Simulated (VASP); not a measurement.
Set up this calculation in VASP 6.6.1, as the native input.

| Item | Value |
| --- | --- |
| Task | single point |
| Functional | PBE |
| Potentials or basis | VASP PAW PBE potentials, release 64 (Al, Cu) |
| Cutoff | 520 eV |
| k mesh | 8 × 4 × 8 |
| Occupations | gaussian, width 0.2 eV |
| Spin | no spin polarisation |
| Dipole correction | no |
| Further INCAR settings | ALGO = Fast; EDIFF = 1e-06; NBANDS = 34 |

The structure of Al4Cu lies in POSCAR:

```
Al4Cu
1.0
   -0.0006464039     -2.8386596875      0.0004543588
    5.6825474750      0.0013086332     -0.0005910227
   -1.4222199063      1.4180737163      9.5127326243
Al Cu
8 2
Direct
    0.5888454542      0.2944308792      0.1778528818
    0.5889280059      0.7944169843      0.1778958195
    0.1979625783      0.0989743439      0.3955384550
    0.1979558618      0.5989409551      0.3955556485
    0.8023057294      0.4011916264      0.6044735723
    0.8022926462      0.9012631229      0.6044426987
    0.4109868122      0.2054844894      0.8221515680
    0.4109806154      0.7054662204      0.8221083334
    0.9998627039      0.5000508431      0.0000048616
    0.9998795927      0.9997805355      0.9999761612
```

These files were run (other wordings do the same):

INCAR

```
PREC = Accurate ; ENCUT = 520
EDIFF = 1E-6 ; ISMEAR = 0
SIGMA = 0.2 ; LREAL = False
LASPH = True ; NELM = 80
ALGO = Fast ; ISIF = 2
LWAVE = False ; LCHARG = False
GGA = PE ; NBANDS = 34
```

KPOINTS

```
Automatic mesh
0
Gamma
  8 4 8
```

Potentials or basis: VASP PAW PBE potentials, release 64 (Al, Cu).

The run is started by

```sh
$ cat potpaw_PBE.64/Al/POTCAR potpaw_PBE.64/Cu/POTCAR > POTCAR
$ mpirun -np 1 vasp_std > vasp.out
```

It gave:

| Quantity | Value |
| --- | --- |
| Pressure | -0.1 GPa |
| Largest force | 0.026 eV/Å |
| Band gap on the k mesh | zero (band 23 reaches 9.44 eV, above the bottom of band 24 at 7.38 eV) |

It took 5.9 min on 1 thread of Intel(R) Xeon(R) 6975P-C (Granite Rapids), on a shared host, peak memory 0.63 GiB.
